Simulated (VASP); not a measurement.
# Ni (Fm-3m) in VASP: a series of runs

Runs on Ni. Level: r2SCAN. Tasks: single point.

Program: VASP 6.6.1. These are calculated values, not measurements. Logs are shortened: lines on timing, memory, paths and dates and some standing lists are left out, and cuts for length are marked.

### 1 The cell of the first run

The structure is cubic, space group Fm-3m (No. 225). The conventional cell has a = 3.466 Å, b = 3.466 Å, c = 3.466 Å, α = 90.00°, β = 90.00°, γ = 90.00°. Within 3.2 Å of Ni (site symmetry m-3m) lie 12 Ni at 2.45 Å.

### 2 Single point, r2SCAN

POSCAR reads:

```
Ni
1.0
    0.0000000000      1.7330608651      1.7330608651
    1.7330608651      0.0000000000      1.7330608651
    1.7330608651      1.7330608651      0.0000000000
Ni
1
Direct
    0.0000000000      0.0000000000      0.0000000000
```

INCAR.step1 reads:

```
PREC = Accurate ; ENCUT = 520
ISMEAR = -1 ; SIGMA = 0.1
LREAL = F ; LASPH = T
NELM = 100 ; NBANDS = 11
GGA = PE ; ALGO = Normal
EDIFF = 1E-4 ; LWAVE = T
LCHARG = F
```

INCAR.step2 reads:

```
PREC = Accurate ; ENCUT = 520
EDIFF = 1E-6 ; ISMEAR = -1
SIGMA = 0.1 ; LREAL = F
LASPH = T ; NELM = 100
ALGO = Normal ; ISIF = 2
LWAVE = F ; LCHARG = F
METAGGA = R2SCAN ; LMIXTAU = T
NBANDS = 11 ; ISTART = 1
```

KPOINTS reads:

```
regular mesh
0
Gamma
  5 5 5
```

Potentials or basis: VASP PAW PBE potentials, release 64 (Ni).

Started as:

```
> cat potpaw_PBE.64/Ni/POTCAR > POTCAR
> cp INCAR.step1 INCAR
> mpirun -np 1 vasp_std > vasp.out
> cp INCAR.step2 INCAR
> mpirun -np 1 vasp_std > vasp.out
```

OUTCAR:

```text
PREC = Accurate
   ENCUT = 520
   EDIFF = 1E-6
   ISMEAR = -1
   LREAL = F
   LASPH = T
   NELM = 100
   ISIF = 2
   METAGGA = R2SCAN
   ISTART = 1

 ion  position               nearest neighbor table
   1  0.000  0.000  0.000-

  LATTYP: Found a face centered cubic cell.
 ALAT       =     3.4661217302

  Lattice vectors:

 A1 = (   0.0000000000,   1.7330608651,   1.7330608651)
 A2 = (   1.7330608651,   0.0000000000,   1.7330608651)
 A3 = (   1.7330608651,   1.7330608651,   0.0000000000)

Analysis of symmetry for initial positions (statically):
=====================================================================
 Subroutine PRICEL returns:
 Original cell was already a primitive cell.

 Routine SETGRP: Setting up the symmetry group for a
 face centered cubic supercell.

 Subroutine GETGRP returns: Found 48 space group operations
 (whereof 48 operations were pure point group operations)
 out of a pool of 48 trial point group operations.

The static configuration has the point symmetry O_h .

Analysis of symmetry for dynamics (positions and initial velocities):
=====================================================================
 Subroutine PRICEL returns:
 Original cell was already a primitive cell.

 Routine SETGRP: Setting up the symmetry group for a
 face centered cubic supercell.

 Subroutine GETGRP returns: Found 48 space group operations
 (whereof 48 operations were pure point group operations)
 out of a pool of 48 trial point group operations.

The dynamic configuration has the point symmetry O_h .

 Subroutine INISYM returns: Found 48 space group operations
 (whereof 48 operations are pure point group operations),
 and found     1 'primitive' translations

----------------------------------------------------------------------------------------

                                     Primitive cell

  volume of cell :      10.4105

  direct lattice vectors                    reciprocal lattice vectors
     0.000000000  1.733060865  1.733060865    -0.288506890  0.288506890  0.288506890
     1.733060865  0.000000000  1.733060865     0.288506890 -0.288506890  0.288506890
     1.733060865  1.733060865  0.000000000     0.288506890  0.288506890 -0.288506890

  length of vectors
     2.450918180  2.450918180  2.450918180     0.499708591  0.499708591  0.499708591

  position of ions in fractional coordinates (direct lattice)
     0.000000000  0.000000000  0.000000000

  ion indices of the primitive-cell ions
   primitive index   ion index
                 1           1

----------------------------------------------------------------------------------------

 KPOINTS: regular mesh

Automatic generation of k-mesh.
 Grid dimensions read from file:
 generate k-points for:    5    5    5

 Generating k-lattice:

  Cartesian coordinates                     Fractional coordinates (reciprocal lattice)
    -0.057701378  0.057701378  0.057701378     0.200000000  0.000000000  0.000000000
     0.057701378 -0.057701378  0.057701378     0.000000000  0.200000000  0.000000000
     0.057701378  0.057701378 -0.057701378     0.000000000  0.000000000  0.200000000

  Length of vectors
     0.099941718  0.099941718  0.099941718

  Shift w.r.t. Gamma in fractional coordinates (k-lattice)
     0.000000000  0.000000000  0.000000000

 Subroutine IBZKPT returns following result:
 ===========================================

 Found     10 irreducible k-points:

 Following reciprocal coordinates:
            Coordinates               Weight
  0.000000  0.000000  0.000000      1.000000
  0.200000  0.000000  0.000000      8.000000
  0.400000  0.000000  0.000000      8.000000
  0.200000  0.200000  0.000000      6.000000
  0.400000  0.200000  0.000000     24.000000
 -0.400000  0.200000  0.000000     24.000000
 -0.200000  0.200000  0.000000     12.000000
  0.400000  0.400000  0.000000      6.000000
 -0.400000  0.400000  0.000000     12.000000
 -0.400000  0.400000  0.200000     24.000000
   k-points           NKPTS =     10   k-points in BZ     NKDIM =     10   number of bands    NBANDS=     11
   number of dos      NEDOS =    301   number of ions     NIONS =      1
   total plane-waves  NPLWV =   5832
   dimension x,y,z NGX =    18 NGY =   18 NGZ =   18
   dimension x,y,z NGXF=    36 NGYF=   36 NGZF=   36
   ions per type =               1
   NGX,Y,Z   is equivalent  to a cutoff of  12.21, 12.21, 12.21 a.u.
   NGXF,Y,Z  is equivalent  to a cutoff of  24.42, 24.42, 24.42 a.u.
 SYSTEM =  unknown system
   PREC   = accura    normal or accurate (medium, high low for compatibility)
   ISTART =      1    job   : 0-new  1-cont  2-samecut
   ICHARG =      0    charge: 1-file 2-atom 10-const
   ISPIN  =      1    spin polarized calculation?
   LNONCOLLINEAR =      F non collinear calculations
   LSORBIT =      F    spin-orbit coupling
   LASPH  =      T    aspherical Exc in radial PAW
   ENCUT  =  520.0 eV  38.22 Ry    6.18 a.u.   4.56  4.56  4.56*2*pi/ulx,y,z
   NELM   =    100;   NELMIN=  2; NELMDL=  0     # of ELM steps
   EDIFF  = 0.1E-05   stopping-criterion for ELM
   LREAL  =      F    real-space projection
   EDIFFG = 0.1E-04   stopping-criterion for IOM
   NSW    =      0    number of steps for IOM
   IBRION =     -1    ionic relax: 0-MD 1-quasi-New 2-CG
   NFREE  =      0    steps in history (QN), initial steepest desc. (CG)
   ISIF   =      2    stress and relaxation
   ISYM   =      2    0-nonsym 1-usesym 2-fastsym
   POTIM  = 0.5000    time-step for ionic-motion
   TEBEG  =    0.0;   TEEND  =   0.0 temperature during run
   PSTRESS=    0.0 pullay stress
   NELECT =      10.0000    total number of electrons
   NUPDOWN=      -1.0000    fix difference up-down
   EMIN   =  10.00;   EMAX   =-10.00  energy-range for DOS
   EFERMI =   0.00;   METHOD = LEGACY
   ISMEAR =    -1;   SIGMA  =   0.10  broadening in eV -4-tet -1-fermi 0-gaus
   EFERMI_NEDOS =   21; number of points for ismear=-14 and -15
   IALGO  =     38    algorithm
   IMIX   =      4    mixing-type and parameters
     AMIX     =   0.40;   BMIX     =  1.00
     AMIX_MAG =   1.60;   BMIX_MAG =  1.00
  volume/ion in A,a.u.               =      10.41        70.25
  Fermi-wavevector in a.u.,A,eV,Ry     =   1.615292  3.052459 35.499885  2.609168
  Thomas-Fermi vector in A             =   2.710063
   LORBIT       =      0    0 simple, 1 ext, 2 COOP (PROOUT), +10 PAW based schemes
   METAGGA = R2SCAN    functional components
   LHFCALC =     F    Hartree Fock is set to
   AEXX    =    0.0000 exact exchange contribution
   IVDW    =     0    specifies the selected vdW correction
   LEPSILON=     F    determine dielectric tensor
   LRPA    =     F    only Hartree local field effects (RPA)
 non-spin polarized calculation
  energy-cutoff  :      520.00
  volume of cell :       10.41
 maximum number of plane-waves:       291
 NGX is ok and might be reduce to    18
   NGX =  9   NGY =  9   NGZ =  9

 number of electron       9.9999995 magnetization

 Free energy of the ion-electron system (eV)
  ---------------------------------------------------
  ext. energy  EPLUGINS =         0.00000000
  ---------------------------------------------------
  free energy    TOTEN  =       -11.77270781 eV

  energy without entropy =      -11.67789669  energy(sigma->0) =      -11.72530225

 E-fermi :   9.7198     XC(G=0): -14.6450

 val. band max:        9.7042026866   @ k =  -0.4000   0.4000   0.0000
 cond. band min:      10.0255589720   @ k =  -0.2000   0.2000   0.0000
 fundamental gap:      0.3213562855
 Fermi energy:         9.7197544234

 k-point     1 :       0.0000    0.0000    0.0000
  band No.  band energies     occupation
      1       0.1387      2.00000
      2       7.6787      2.00000
      3       7.6787      2.00000
      4       7.6787      2.00000
      5       8.8146      1.99977
      6       8.8146      1.99977
      7      34.7476      0.00000
      8      39.4306      0.00000
      9      39.4306      0.00000
     10      39.4308      0.00000
     11      42.3716      0.00000

 k-point     2 :       0.2000    0.0000    0.0000
  band No.  band energies     occupation
      1       1.7419      2.00000
      2       7.3186      2.00000
      3       7.8959      2.00000
      4       7.8959      2.00000
      5       8.8119      1.99977
      6       8.8119      1.99977
      7      28.0331      0.00000
      8      35.4231      0.00000
      9      37.5707      0.00000
     10      37.5708      0.00000
     11      43.7258      0.00000

 k-point     3 :       0.4000    0.0000    0.0000
  band No.  band energies     occupation
      1       4.5858      2.00000
      2       7.6544      2.00000
      3       7.6545      2.00000
      4       8.2536      2.00000
      5       9.5005      1.79910
      6       9.5006      1.79904
      7      18.4947      0.00000
      8      33.5450      0.00000
      9      36.5980      0.00000
     10      36.5981      0.00000
     11      39.8873      0.00000

 k-point     4 :       0.2000    0.2000    0.0000
  band No.  band energies     occupation
      1       2.2433      2.00000
      2       6.9271      2.00000
      3       8.2161      2.00000
      4       8.2996      2.00000
      5       8.2996      2.00000
      6       9.0799      1.99668
      7      32.4016      0.00000
      8      32.4017      0.00000
      9      32.4541      0.00000
     10      33.4465      0.00000
     11      39.7623      0.00000
[... 43 lines left out ...]
 k-point     8 :       0.4000    0.4000    0.0000
  band No.  band energies     occupation
      1       4.9121      2.00000
      2       5.8086      2.00000
      3       9.5218      1.75725
      4       9.6078      1.50774
      5       9.6078      1.50770
      6      10.3565      0.00343
      7      22.9740      0.00000
      8      26.7059      0.00000
      9      26.7059      0.00000
     10      30.9451      0.00000
     11      35.3024      0.00000

 k-point     9 :      -0.4000    0.4000    0.0000
  band No.  band energies     occupation
      1       5.4746      2.00000
      2       5.9642      2.00000
      3       8.3356      2.00000
      4       9.1660      1.99216
      5       9.7042      1.07760
      6      15.0619      0.00000
      7      19.3327      0.00000
      8      20.7429      0.00000
      9      27.4958      0.00000
     10      32.5974      0.00000
     11      41.3279      0.00000

 k-point    10 :      -0.4000    0.4000    0.2000
  band No.  band energies     occupation
      1       5.9214      2.00000
      2       6.5021      2.00000
      3       7.1102      2.00000
      4       8.8361      1.99971
      5       9.6013      1.53140
      6      13.9419      0.00000
      7      20.6180      0.00000
      8      22.4386      0.00000
      9      24.7307      0.00000
     10      39.6219      0.00000
     11      41.6412      0.00000

------------------------ aborting loop because EDIFF is reached ----------------------------------------

  FORCE on cell =-STRESS in cart. coord.  units (eV):
  Direction    XX          YY          ZZ          XY          YZ          ZX
  --------------------------------------------------------------------------------------
  -------------------------------------------------------------------------------------
  Total        0.2230326      0.2230326      0.2230326      0.0000000     -0.0000000     -0.0000000
  in kB       34.3247531     34.3247531     34.3247531      0.0000000     -0.0000000     -0.0000000
  external PRESSURE =      34.3247531 kB  Pullay stress =       0.0000000 kB

 VOLUME and BASIS-vectors are now :
 -----------------------------------------------------------------------------
  energy-cutoff  :      520.00
  volume of cell :       10.41
      direct lattice vectors                 reciprocal lattice vectors
     0.000000000  1.733060865  1.733060865    -0.288506890  0.288506890  0.288506890
     1.733060865  0.000000000  1.733060865     0.288506890 -0.288506890  0.288506890
     1.733060865  1.733060865  0.000000000     0.288506890  0.288506890 -0.288506890

 POSITION                                       TOTAL-FORCE (eV/Angst)
 -----------------------------------------------------------------------------------
      0.00000      0.00000      0.00000         0.000000      0.000000      0.000000
 -----------------------------------------------------------------------------------
    total drift:                                0.000000     -0.000000     -0.000000

  FREE ENERGIE OF THE ION-ELECTRON SYSTEM (eV)
  ---------------------------------------------------
  free  energy   TOTEN  =       -11.7727078084 eV

  energy  without entropy=      -11.6778966878  energy(sigma->0) =      -11.72530225
```

It took 5.5 s on 1 thread of Intel Xeon 6975P-C (Granite Rapids), shared host; peak memory 0.12 GiB.

Results:

| Item | Value |
| --- | --- |
| Free energy | -11.7727 eV |
| Pressure | 3.4 GPa |
| Band gap on the k mesh | zero (band 5 reaches 9.70 eV, above the bottom of band 6 at 8.81 eV) |

Levels at points of the mesh, in eV from the Fermi level:
```
           k point  band 2  band 3  band 4  band 5  band 6  band 7  band 8  band 9
(0.00, 0.00, 0.00)   -2.04   -2.04   -2.04   -0.91   -0.91   25.03   29.71   29.71
```

Caveat: the k points lie up to 0.63 Å⁻¹ apart; the PAW data sets were made with another functional, which shifts forces and pressure a little; the run has no spin polarisation, though such a crystal can be magnetic. Spin polarisation is off, so any magnetic state and its effect on volume and gap are missing.

(Part 1 of 2 ends here.)
